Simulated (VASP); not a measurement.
Wanted: the native input for a VASP 6.6.1 run.

| Property | Result |
| --- | --- |
| Task | single point |
| Functional | PBE |
| Potentials or basis | VASP PAW PBE potentials, release 64 (Co) |
| Cutoff | 600 eV |
| k mesh | 6 × 12 × 12 |
| Occupations | fermi-dirac, width 0.05 eV |
| Spin | collinear spin, antiferromagnetic start |
| Starting moments | [3.0, -3.0] μB |
| Hubbard terms | Co d U = 2.7 eV |
| Dipole correction | no |
| Further INCAR settings | ALGO = Normal; EDIFF = 1e-06; NBANDS = 20 |

The structure of Co lies in POSCAR:

```
Co
1.0
    0.0000000000      3.5890000000      3.5890000000
    1.7945000000      0.0000000000      1.7945000000
    1.7945000000      1.7945000000      0.0000000000
Co
2
Direct
    0.0000000000      0.0000000000      0.0000000000
    0.5000000000      0.0000000000      0.0000000000
```

One way to write it, as run:

INCAR

```
SYSTEM = Co
PREC = Accurate
ENCUT = 600
EDIFF = 1E-6
ISMEAR = -1
SIGMA = 0.05
LREAL = .False.
LASPH = .True.
NELM = 200
ALGO = Normal
ISIF = 2
LWAVE = .False.
LCHARG = .False.
ISPIN = 2
MAGMOM = 3 -3
LORBIT = 11
LMAXMIX = 4
LDAU = .True.
LDAUTYPE = 2
LDAUL = 2
LDAUU = 2.7
LDAUJ = 0
LDAUPRINT = 1
GGA = PE
NBANDS = 20
GGA_COMPAT = .False.
```

KPOINTS

```
Automatic mesh
0
Gamma
  6 12 12
  0 0 0
```

Potentials or basis: VASP PAW PBE potentials, release 64 (Co).

The run is started by

```console
$ cat potpaw_PBE.64/Co/POTCAR > POTCAR
$ mpirun -np 1 vasp_std > vasp.out
```

It gave:

- Pressure: -0.7 GPa
- Band gap on the k mesh: zero (filled and empty bands overlap)
- Net moment: 0.00 μB per cell
- Site moments: Co +1.95, -1.95 μB
- Valence electrons inside the program's atomic spheres: Co 8.19

Caveat: the U is typed as a test and isn't derived for this compound.

Run time: 3.3 min on 1 thread of Intel Xeon 8259CL, on a shared host, peak memory 0.21 GiB.
